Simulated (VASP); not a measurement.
A run of VASP 6.6.1 is set up as follows.

The input INCAR:

```
SYSTEM = SnTe2
  ALGO = Normal
  EDIFF = 1E-6
  ENCUT = 520
  GGA = PE
  ISIF = 2
  ISMEAR = 0
  LASPH = .TRUE.
  LCHARG = .FALSE.
  LREAL = .FALSE.
  LWAVE = .FALSE.
  NBANDS = 35
  NELM = 100
  PREC = Accurate
  SIGMA = 0.1
```

File KPOINTS:

```
k-points
0
G
  6 6 8
  0 0 0
```

File POSCAR:

```
SnTe2
1.0
    7.0608338810      0.0000000000      0.0000000000
    0.0000000000      7.0608338810      0.0000000000
    0.0000000000      0.0000000000      4.4228080798
Sn Te
2 4
Direct
    0.0000000000      0.0000000000      0.0000000000
    0.5000000000      0.5000000000      0.5000000000
    0.3019973600      0.3019973600      0.0000000000
    0.1980026400      0.8019973600      0.5000000000
    0.6980026400      0.6980026400      0.0000000000
    0.8019973600      0.1980026400      0.5000000000
```

Potentials or basis: VASP PAW PBE potentials, release 64 (Sn_d, Te).

Command:

```sh
$ cat potpaw_PBE.64/Sn_d/POTCAR potpaw_PBE.64/Te/POTCAR > POTCAR
$ mpirun -np 1 vasp_std > vasp.out
```

Task: What does it give for the band gap on the k mesh?

Result: Zero (band 26 reaches 4.42 eV, above the bottom of band 27 at 4.31 eV).

Task: What does it give for the largest force?

Result: 0.003 eV/Å.

Task: What does it give for the pressure?

Result: 0.0 GPa.

Forces in eV/Å, atoms in the order of the input:
```
Sn   0.000  0.000  0.000
Sn   0.000  0.000  0.000
Te  -0.002 -0.002  0.000
Te   0.002 -0.002  0.000
Te   0.002  0.002  0.000
Te  -0.002  0.002  0.000
```

Caveat: spin-orbit coupling is left out, which moves the levels of the heavy elements.
